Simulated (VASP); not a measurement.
The system is ZnSnN2.

```
CELL_PARAMETERS angstrom
3.83526 0.00000 0.00000
-1.91763 3.32143 0.00000
0.00000 0.00000 4.78659
ATOMIC_POSITIONS crystal
Zn 0.00000 0.00000 0.50000
Sn 0.00000 0.00000 0.00000
N 0.33333 0.66667 0.00000
N 0.66667 0.33333 0.00000
```

| Item | Value |
| --- | --- |
| Program | VASP 6.6.1 |
| Task | relaxation of cell and atoms |
| Functional | PBE |
| Potentials or basis | VASP PAW PBE potentials, release 64 (Zn, Sn_d, N) |
| Cutoff | 600 eV |
| k mesh | 6 × 6 × 4 |
| Occupations | gaussian, width 0.1 eV |
| Spin | no spin polarisation |

At the start: pressure 19.2 GPa; volume 15.24 Å³/atom.

**Question.** Where does the relaxation end?

**Answer.** Over 8 steps the energy falls by 236.5 meV/atom and the volume is 19.23 Å³/atom (+26.1 %); space group P6/mmm (No. 191, to 0.05 Å).

Step by step:
```tsv
step	energy change (eV)	largest force (eV/Å)	pressure (GPa)	volume (Å³)
1	0.0000	0.0000	19.23	60.97
2	-0.7872	0.0000	-3.83	78.46
3	-0.8082	0.0000	-1.46	75.14
4	-0.8083	0.0000	-1.90	75.69
5	-0.9267	0.0000	0.41	74.91
6	-0.9348	0.0000	1.51	74.58
7	-0.9455	0.0000	0.26	76.43
8	-0.9460	0.0000	-0.02	76.91
```

Final structure:
```cif
data_structure
_symmetry_space_group_name_H-M 'P 1'
_symmetry_Int_Tables_number 1
_cell_length_a 3.9315
_cell_length_b 3.9315
_cell_length_c 5.7457
_cell_angle_alpha 90.000
_cell_angle_beta 90.000
_cell_angle_gamma 120.000
_cell_volume 76.91
loop_
_atom_site_label
_atom_site_type_symbol
_atom_site_fract_x
_atom_site_fract_y
_atom_site_fract_z
_atom_site_occupancy
Zn1 Zn 0.00000 0.00000 0.50000 1
Sn1 Sn 0.00000 0.00000 0.00000 1
N1 N 0.33333 0.66667 0.00000 1
N2 N 0.66667 0.33333 0.00000 1
```

Caveat: the volume moved by over 15 % at a fixed basis, so the end points are rough.
